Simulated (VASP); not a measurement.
Wanted: the native input for a VASP 6.6.1 run.

```yaml
Task: single point
Functional: r2SCAN
Potentials_or_basis: VASP PAW PBE potentials, release 64 (K_sv, Zn, F)
Cutoff: 520 eV
k_mesh: 6 × 6 × 6
Occupations: gaussian, width 0.05 eV
Spin: no spin polarisation
Dipole_correction: no
Further_INCAR_settings: ALGO = Normal; EDIFF = 1e-06; NBANDS = 29
```

The system is KZnF3.

```
K Zn F
1.0
     4.67538    0.00000    0.00000
     0.00000    4.67538    0.00000
     0.00000    0.00000    3.03900
K Zn F
1 1 3
Direct
  0.00000 0.00000 0.00000
  0.50000 0.50000 0.50000
  0.50000 0.50000 0.00000
  0.00000 0.50000 0.50000
  0.50000 0.00000 0.50000
```

This cell differs from its parent crystal: ratio of the length along z to the lengths across it x 0.65, volume and fractional coordinates fixed.

These files were run (other wordings do the same):

POSCAR

```
KZnF3
1.0
    4.6753834767      0.0000000000      0.0000000000
    0.0000000000      4.6753834767      0.0000000000
    0.0000000000      0.0000000000      3.0389992599
K Zn F
1 1 3
Direct
    0.0000000000      0.0000000000      0.0000000000
    0.5000000000      0.5000000000      0.5000000000
    0.5000000000      0.5000000000      0.0000000000
    0.0000000000      0.5000000000      0.5000000000
    0.5000000000      0.0000000000      0.5000000000
```

INCAR.step1

```
SYSTEM = KZnF3
PREC     = Accurate       ! precision mode
ENCUT    = 520            ! plane-wave cutoff, eV
ISMEAR   = 0              ! smearing method
SIGMA    = 0.05           ! smearing width, eV
LREAL    = .False.        ! projectors in reciprocal space
LASPH    = .True.         ! aspherical terms in the spheres
NELM     = 80             ! most SCF steps
NBANDS   = 29             ! bands
GGA      = PE             ! functional
ALGO     = Normal         ! electronic algorithm
EDIFF    = 1E-4           ! SCF threshold, eV
LWAVE    = .True.         ! write WAVECAR
LCHARG   = .False.        ! write CHGCAR
```

INCAR.step2

```
SYSTEM = KZnF3
PREC     = Accurate       ! precision mode
ENCUT    = 520            ! plane-wave cutoff, eV
EDIFF    = 1E-6           ! SCF threshold, eV
ISMEAR   = 0              ! smearing method
SIGMA    = 0.05           ! smearing width, eV
LREAL    = .False.        ! projectors in reciprocal space
LASPH    = .True.         ! aspherical terms in the spheres
NELM     = 80             ! most SCF steps
ALGO     = Normal         ! electronic algorithm
ISIF     = 2              ! what is computed and relaxed
LWAVE    = .False.        ! write WAVECAR
LCHARG   = .False.        ! write CHGCAR
METAGGA  = R2SCAN         ! meta-GGA
LMIXTAU  = .True.       
NBANDS   = 29             ! bands
ISTART   = 1
```

KPOINTS

```
regular mesh
0
Gamma
  6 6 6
  0 0 0
```

Potentials or basis: VASP PAW PBE potentials, release 64 (K_sv, Zn, F).

Launch:

```bash
$ cat potpaw_PBE.64/K_sv/POTCAR potpaw_PBE.64/Zn/POTCAR potpaw_PBE.64/F/POTCAR > POTCAR
$ cp INCAR.step1 INCAR
$ mpirun -np 1 vasp_std > vasp.out
$ cp INCAR.step2 INCAR
$ mpirun -np 1 vasp_std > vasp.out
```

Results of the run:

* Pressure: 29.9 GPa
* Band gap on the k mesh: 4.64 eV (least direct gap 6.10 eV)

Caveat: the cell stands under pressure; the PAW data sets were made with another functional, which shifts forces and pressure a little.

Run time: 2.8 min on 1 thread of Intel(R) Xeon(R) Platinum 8488C (Sapphire Rapids), on a shared host, peak memory 0.22 GiB.
